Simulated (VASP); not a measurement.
Input of a VASP 6.6.1 run:

Contents of INCAR:

```
SYSTEM = TaF3
PREC = Accurate ; ENCUT = 520
EDIFF = 1E-7 ; ISMEAR = 0
SIGMA = 0.1 ; LREAL = .False.
LASPH = .True. ; NELM = 100
ALGO = Normal ; ISIF = 2
LWAVE = .False. ; LCHARG = .False.
GGA = PE ; NBANDS = 24
```

Contents of KPOINTS:

```
Automatic mesh
0
Gamma
  6 6 6
  0 0 0
```

File POSCAR:

```
TaF3
1.0
    3.9012000000      0.0000000000      0.0000000000
    0.0000000000      3.9012000000      0.0000000000
    0.0000000000      0.0000000000      3.9012000000
Ta F
1 3
Direct
    0.0000000000      0.0000000000      0.0000000000
    0.0000000000      0.0000000000      0.5000000000
    0.0000000000      0.5000000000      0.0000000000
    0.5000000000      0.0000000000      0.0000000000
```

Potentials or basis: VASP PAW PBE potentials, release 64 (Ta_pv, F).

The run is started by

```console
$ cat potpaw_PBE.64/Ta_pv/POTCAR potpaw_PBE.64/F/POTCAR > POTCAR
$ mpirun -np 1 vasp_std > vasp.out
```

Q: What does it give for the pressure?

A: 25.9 GPa.

Q: What does it give for the band gap on the k mesh?

A: Zero (band 16 reaches 6.73 eV, above the bottom of band 17 at 3.71 eV).

Caveat: spin-orbit coupling is left out, which moves the levels of the heavy elements.
